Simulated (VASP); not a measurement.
# La3Si2O (P6/mmm) in VASP: further runs

La3Si2O is run at these levels: PBE; tasks: single point.

Program: VASP 6.6.1. These are calculated values, not measurements. Logs are shortened: lines on timing, memory, paths and dates and some standing lists are left out, and cuts for length are marked.

### 1 The cell of the first run

The structure is hexagonal, space group P6/mmm (No. 191). Conventional cell: a = 5.697 Å, b = 5.697 Å, c = 4.628 Å, α = 90.00°, β = 90.00°, γ = 120.00°. Within 3.7 Å of La (site symmetry mmm) lie 4 Si at 2.84 Å and 4 La at 2.85 Å and 4 O at 3.67 Å. Si (site symmetry -6m2) has 6 La at 2.84 Å and 3 O at 3.29 Å and 3 Si at 3.29 Å within 3.7 Å. O (site symmetry 6/mmm) has 6 Si at 3.29 Å and 12 La at 3.67 Å within 4.3 Å.

The cell was built from a structure type or drawn by symmetry, and may not be a known phase.

### 2 Single point, PBE

Input file INCAR:

```
SYSTEM = La3Si2O
PREC = Accurate
ENCUT = 600
EDIFF = 1E-6
ISMEAR = 0
SIGMA = 0.1
LREAL = .FALSE.
LASPH = .TRUE.
NELM = 200
ALGO = Normal
ISIF = 2
LWAVE = .FALSE.
LCHARG = .FALSE.
GGA = PE
NBANDS = 32
GGA_COMPAT = .FALSE.
LMAXMIX = 6
```

Input file KPOINTS:

```
regular mesh
0
G
  6 6 4
  0 0 0
```

Input file POSCAR:

```
La3Si2O
1.0
    5.6965390200      0.0000000000      0.0000000000
   -2.8482695100      4.9333475100      0.0000000000
    0.0000000000      0.0000000000      4.6278620600
La Si O
3 2 1
Direct
    0.5000000000      0.0000000000      0.5000000000
    0.5000000000      0.5000000000      0.5000000000
    0.0000000000      0.5000000000      0.5000000000
    0.3333333300      0.6666666700      0.0000000000
    0.6666666700      0.3333333300      0.0000000000
    0.0000000000      0.0000000000      0.0000000000
```

Potentials or basis: VASP PAW PBE potentials, release 64 (La, Si, O).

Launch:

```console
> cat potpaw_PBE.64/La/POTCAR potpaw_PBE.64/Si/POTCAR potpaw_PBE.64/O/POTCAR > POTCAR
> mpirun -np 1 vasp_std > vasp.out
```

OUTCAR:

```text
SYSTEM = La3Si2O
   PREC = Accurate
   ENCUT = 600
   EDIFF = 1E-6
   ISMEAR = 0
   LREAL = .FALSE.
   LASPH = .TRUE.
   NELM = 200
   ISIF = 2
   GGA = PE

 ion  position               nearest neighbor table
   1  0.500  0.000  0.500-   4 2.84   5 2.84   4 2.84   5 2.84   2 2.85   3 2.85   2 2.85   3 2.85

   2  0.500  0.500  0.500-   4 2.84   5 2.84   4 2.84   5 2.84   3 2.85   3 2.85   1 2.85   1 2.85

   3  0.000  0.500  0.500-   4 2.84   5 2.84   4 2.84   5 2.84   2 2.85   2 2.85   1 2.85   1 2.85

   4  0.333  0.667  0.000-   3 2.84   3 2.84   1 2.84   1 2.84   2 2.84   2 2.84
   5  0.667  0.333  0.000-   3 2.84   3 2.84   1 2.84   1 2.84   2 2.84   2 2.84
   6  0.000  0.000  0.000-

  LATTYP: Found a hexagonal cell.
 ALAT       =     5.6965390200
 C/A-ratio  =     0.8123989046

  Lattice vectors:

 A1 = (   5.6965390200,   0.0000000000,   0.0000000000)
 A2 = (  -2.8482695100,   4.9333475100,   0.0000000000)
 A3 = (   0.0000000000,   0.0000000000,   4.6278620600)

Analysis of symmetry for initial positions (statically):
=====================================================================
 Subroutine PRICEL returns:
 Original cell was already a primitive cell.

 Routine SETGRP: Setting up the symmetry group for a
 hexagonal supercell.

 Subroutine GETGRP returns: Found 24 space group operations
 (whereof 24 operations were pure point group operations)
 out of a pool of 24 trial point group operations.

The static configuration has the point symmetry D_6h.

Analysis of symmetry for dynamics (positions and initial velocities):
=====================================================================
 Subroutine PRICEL returns:
 Original cell was already a primitive cell.

 Routine SETGRP: Setting up the symmetry group for a
 hexagonal supercell.

 Subroutine GETGRP returns: Found 24 space group operations
 (whereof 24 operations were pure point group operations)
 out of a pool of 24 trial point group operations.

The dynamic configuration has the point symmetry D_6h.

 Subroutine INISYM returns: Found 24 space group operations
 (whereof 24 operations are pure point group operations),
 and found     1 'primitive' translations

----------------------------------------------------------------------------------------

                                     Primitive cell

  volume of cell :     130.0568

  direct lattice vectors                    reciprocal lattice vectors
     5.696539020  0.000000000  0.000000000     0.175545186  0.101351060  0.000000000
    -2.848269510  4.933347510  0.000000000     0.000000000  0.202702120  0.000000000
     0.000000000  0.000000000  4.627862060     0.000000000  0.000000000  0.216082499
[... 94 lines left out ...]
   ISIF   =      2    stress and relaxation
   ISYM   =      2    0-nonsym 1-usesym 2-fastsym
   POTIM  = 0.5000    time-step for ionic-motion
   TEBEG  =    0.0;   TEEND  =   0.0 temperature during run
   PSTRESS=    0.0 pullay stress
   NELECT =      47.0000    total number of electrons
   NUPDOWN=      -1.0000    fix difference up-down
   EMIN   =  10.00;   EMAX   =-10.00  energy-range for DOS
   EFERMI =   0.00;   METHOD = LEGACY
   ISMEAR =     0;   SIGMA  =   0.10  broadening in eV -4-tet -1-fermi 0-gaus
   EFERMI_NEDOS =   21; number of points for ismear=-14 and -15
   IALGO  =     38    algorithm
   IMIX   =      4    mixing-type and parameters
     AMIX     =   0.40;   BMIX     =  1.00
     AMIX_MAG =   1.60;   BMIX_MAG =  1.00
  volume/ion in A,a.u.               =      21.68       146.28
  Fermi-wavevector in a.u.,A,eV,Ry     =   1.166084  2.203579 18.500538  1.359751
  Thomas-Fermi vector in A             =   2.302601
   LORBIT       =      0    0 simple, 1 ext, 2 COOP (PROOUT), +10 PAW based schemes
   GGA     = PE    functional components
   LHFCALC =     F    Hartree Fock is set to
   AEXX    =    0.0000 exact exchange contribution
   IVDW    =     0    specifies the selected vdW correction
   LEPSILON=     F    determine dielectric tensor
   LRPA    =     F    only Hartree local field effects (RPA)
 non-spin polarized calculation
 Gauss-broadening in eV      SIGMA  =   0.10
  energy-cutoff  :      600.00
  volume of cell :      130.06
 maximum number of plane-waves:      4380
 NGX is ok and might be reduce to    48

 number of electron      46.9999999 magnetization

 Free energy of the ion-electron system (eV)
  ---------------------------------------------------
  ext. energy  EPLUGINS =         0.00000000
  ---------------------------------------------------
  free energy    TOTEN  =       -25.21605226 eV

  energy without entropy =      -25.17654439  energy(sigma->0) =      -25.19629833

 E-fermi :   8.6309     XC(G=0): -10.2949

 val. band max:        8.6258650349   @ k =   0.0000   0.0000   0.2500
 cond. band min:       8.6489379996   @ k =   0.1667   0.1667   0.5000
 fundamental gap:      0.0230729647
 Fermi energy:         8.6309101425

 k-point     1 :       0.0000    0.0000    0.0000
  band No.  band energies     occupation
      1     -24.5554      2.00000
      2     -23.0465      2.00000
      3     -23.0465      2.00000
      4     -11.5373      2.00000
      5      -9.2483      2.00000
      6      -9.2483      2.00000
[... 724 lines left out ...]
     31      10.4952      0.00000
     32      10.5483      0.00000

------------------------ aborting loop because EDIFF is reached ----------------------------------------

  FORCE on cell =-STRESS in cart. coord.  units (eV):
  Direction    XX          YY          ZZ          XY          YZ          ZX
  --------------------------------------------------------------------------------------
  -------------------------------------------------------------------------------------
  Total       15.0582497     15.0582497     15.9341215      0.0000000      0.0000000      0.0000000
  in kB      185.5034051    185.5034055    196.2933183      0.0000000      0.0000000      0.0000000
  external PRESSURE =     189.1000430 kB  Pullay stress =       0.0000000 kB

 VOLUME and BASIS-vectors are now :
 -----------------------------------------------------------------------------
  energy-cutoff  :      600.00
  volume of cell :      130.06
      direct lattice vectors                 reciprocal lattice vectors
     5.696539020  0.000000000  0.000000000     0.175545186  0.101351060  0.000000000
    -2.848269510  4.933347510  0.000000000     0.000000000  0.202702120  0.000000000
     0.000000000  0.000000000  4.627862060     0.000000000  0.000000000  0.216082499

 POSITION                                       TOTAL-FORCE (eV/Angst)
 -----------------------------------------------------------------------------------
      2.84827      0.00000      2.31393        -0.000000      0.000000      0.000000
      1.42413      2.46667      2.31393        -0.000000      0.000000      0.000000
     -1.42413      2.46667      2.31393        -0.000000      0.000000      0.000000
     -0.00000      3.28890      0.00000        -0.000000     -0.000000      0.000000
      2.84827      1.64445      0.00000         0.000000      0.000000      0.000000
      0.00000      0.00000      0.00000        -0.000000      0.000000      0.000000
 -----------------------------------------------------------------------------------
    total drift:                               -0.000000     -0.000000     -0.000000

  FREE ENERGIE OF THE ION-ELECTRON SYSTEM (eV)
  ---------------------------------------------------
  free  energy   TOTEN  =       -25.2160522587 eV

  energy  without entropy=      -25.1765443942  energy(sigma->0) =      -25.19629833
```

stdout:

```text
POSCAR found type information on POSCAR LaSiO
 POSCAR found :  3 types and       6 ions
 scaLAPACK will be used
 LDA part: xc-table for (Slater+PW92), standard interpolation
 POSCAR, INCAR and KPOINTS ok, starting setup
 FFT: planning ... GRIDC
 FFT: planning ... GRID_SOFT
 FFT: planning ... GRID
 WAVECAR not read
 entering main loop
```

Run time: 6.5 min. Hardware: 1 thread of Intel Xeon 8259CL, shared host; peak memory 0.36 GiB.

Results:

- Free energy: -25.2161 eV
- Pressure: 18.9 GPa
- Band gap on the k mesh: zero (an odd number of electrons rules out a gap without spin polarisation)

Levels at points of the mesh, in eV from the Fermi level:
```
           k point  band 20  band 21  band 22  band 23  band 24  band 25  band 26  band 27  band 28  band 29
(0.00, 0.00, 0.00)    -2.11    -2.11    -1.68    -0.55    -0.55    -0.20     0.20     0.20     0.55     1.45
(0.50, 0.00, 0.00)    -1.63    -1.13    -0.99    -0.94     0.20     0.53     1.16     1.36     1.54     1.59
(0.00, 0.00, 0.50)    -0.52    -0.51    -0.51    -0.40    -0.40     0.06     0.06     0.06     0.98     1.44
(0.50, 0.00, 0.50)    -1.81    -0.82    -0.43    -0.33    -0.32     0.17     0.23     0.90     1.01     1.84
```

Caveat: the cell stands under pressure; spin-orbit coupling is left out, which moves the levels of the heavy elements; an odd number of electrons without spin polarisation forces a metal; a magnetic or distorted state may lie lower.

### 3 Single point, PBE

This run uses another cell than the first one: it holds 12 atoms, not 6.

Input file INCAR:

```
SYSTEM = La3Si2O
PREC = Accurate ; ENCUT = 600
EDIFF = 1E-6 ; ISMEAR = 0
SIGMA = 0.2 ; LREAL = .False.
LASPH = .True. ; NELM = 200
ALGO = Normal ; ISIF = 2
LWAVE = .False. ; LCHARG = .False.
GGA = PE ; NBANDS = 59
GGA_COMPAT = .False. ; LMAXMIX = 6
```

Input file KPOINTS:

```
regular mesh
0
Gamma
  6 4 2
  0 0 0
```

Input file POSCAR:

```
La3Si2O
1.0
    0.0000000000      0.0000000000     -3.9839804769
    3.9014260717     -6.7574681781      0.0000000000
  -11.7042782150     -6.7574681781      0.0000000000
La Si O
6 4 2
Direct
    0.5000000000      0.2500000000      0.7500000000
    0.5000000000      0.7500000000      0.2500000000
    0.5000000000      0.7500000000      0.7500000000
    0.5000000000      0.2500000000      0.2500000000
    0.5000000000      0.5000000000      1.0000000000
    0.5000000000      1.0000000000      0.5000000000
    0.0000000000      0.5000000000      0.8333333333
    0.0000000000      1.0000000000      0.3333333333
    0.0000000000      1.0000000000      0.6666666667
    0.0000000000      0.5000000000      0.1666666667
    0.0000000000      0.5000000000      0.5000000000
    0.0000000000      0.0000000000      0.0000000000
```

Potentials or basis: VASP PAW PBE potentials, release 64 (La, Si, O).

Launch:

```console
> cat potpaw_PBE.64/La/POTCAR potpaw_PBE.64/Si/POTCAR potpaw_PBE.64/O/POTCAR > POTCAR
> mpirun -np 1 vasp_std > vasp.out
```

It took 62 min on 1 thread of Intel Xeon 8259CL, shared host; peak memory 0.91 GiB.

Results (log left out):

| Quantity | Value |
| --- | --- |
| Free energy | -60.1820 eV |
| Pressure | 0.0 GPa |
| Band gap on the k mesh | zero (bands 47 and 48 overlap by 0.36 eV) |

Levels at points of the mesh, in eV from the Fermi level:
| k point | band 46 | band 47 | band 48 | band 49 | band 50 | band 51 |
| --- | --- | --- | --- | --- | --- | --- |
| (0.00, 0.00, 0.00) | 0.02 | 0.03 | 0.24 | 0.24 | 0.34 | 0.34 |
| (0.50, 0.00, 0.00) | 0.13 | 0.18 | 0.18 | 0.39 | 0.39 | 0.82 |
| (0.00, 0.50, 0.00) | -0.16 | -0.08 | -0.08 | 0.02 | 0.02 | 0.50 |
| (0.50, 0.50, 0.00) | -0.13 | -0.03 | -0.03 | 0.90 | 0.90 | 1.19 |
| (0.00, 0.00, 0.50) | -0.08 | 0.02 | 0.02 | 0.29 | 0.29 | 0.55 |
| (0.50, 0.00, 0.50) | 0.02 | 0.14 | 0.14 | 0.69 | 0.69 | 0.72 |
| (0.00, 0.50, 0.50) | -0.19 | -0.16 | -0.16 | 0.02 | 0.02 | 0.70 |
| (0.50, 0.50, 0.50) | -0.26 | 0.13 | 0.13 | 0.82 | 0.82 | 1.46 |

Caveat: spin-orbit coupling is left out, which moves the levels of the heavy elements.
